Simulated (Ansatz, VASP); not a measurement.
# One calculation of PbS, two programs

INCAR

```
SYSTEM = PbS
ALGO     = Normal         ! electronic algorithm
EDIFF    = 1E-6           ! SCF threshold, eV
ENCUT    = 520            ! plane-wave cutoff, eV
GGA      = PE             ! functional
ISIF     = 2              ! what is computed and relaxed
ISMEAR   = -1             ! smearing method
LASPH    = .True.         ! aspherical terms in the spheres
LCHARG   = .True.         ! write CHGCAR
LELF     = .True.         ! ELF
LREAL    = .False.        ! projectors in reciprocal space
LVHAR    = .True.       
LWAVE    = .False.        ! write WAVECAR
NBANDS   = 17             ! bands
NELM     = 80             ! most SCF steps
PREC     = Accurate       ! precision mode
SIGMA    = 0.1            ! smearing width, eV
```

KPOINTS

```
k-points
0
Gamma
  14 14 14
  0 0 0
```

POSCAR

```
PbS
1.0
    0.0000000000      2.4614206454      2.4614206454
    2.4614206454      0.0000000000      2.4614206454
    2.4614206454      2.4614206454      0.0000000000
Pb S
1 1
Direct
    0.0000000000      0.0000000000      0.0000000000
    0.5000000000      0.5000000000      0.5000000000
```

Input for Ansatz:

```yaml
crystal:
  lattice:
    - [0.0, 2.4614206454, 2.4614206454]
    - [2.4614206454, 0.0, 2.4614206454]
    - [2.4614206454, 2.4614206454, 0.0]
  atoms:
    - { symbol: Pb, position: [0.0, 0.0, 0.0] }
    - { symbol: S, position: [0.5, 0.5, 0.5] }
kpoints:
  mp_grid: { grid: [14, 14, 14] }
scf:
  occupations: { method: fermi_dirac, width: 0.1 }
hamiltonian:
  xc: pbe
  pseudopotentials: { kind: nc }
output:
  forces: true
  stress: true
  eigenvalues: true
```

Change from the starting cell: volume scaled by 0.55, norm-conserving files.

Alike in both runs: task single point; functional PBE; k mesh 14 × 14 × 14; occupations fermi-dirac, width 0.1 eV; no spin polarisation.

|  | VASP | Ansatz |
| --- | --- | --- |
| version | VASP 6.6.1 | Ansatz 0.2.0 |
| potentials or method | VASP PAW PBE potentials, release 64 (Pb_d, S) | norm-conserving pseudopotentials, scalar-relativistic |
| plane-wave cutoff (eV) | 520 | 850 |
| valence electrons in the cell | 20 | 20 |

Ansatz gave:

- pressure (GPa): 107.7

**Question.** Which values does VASP return?

**Answer.** Pressure (GPa): 107.3.

Both programs put the cell under a high pressure, so it lies far from rest at this level.

Spin-orbit coupling is off throughout. Noted on VASP's run: the cell as given lies far from equilibrium.
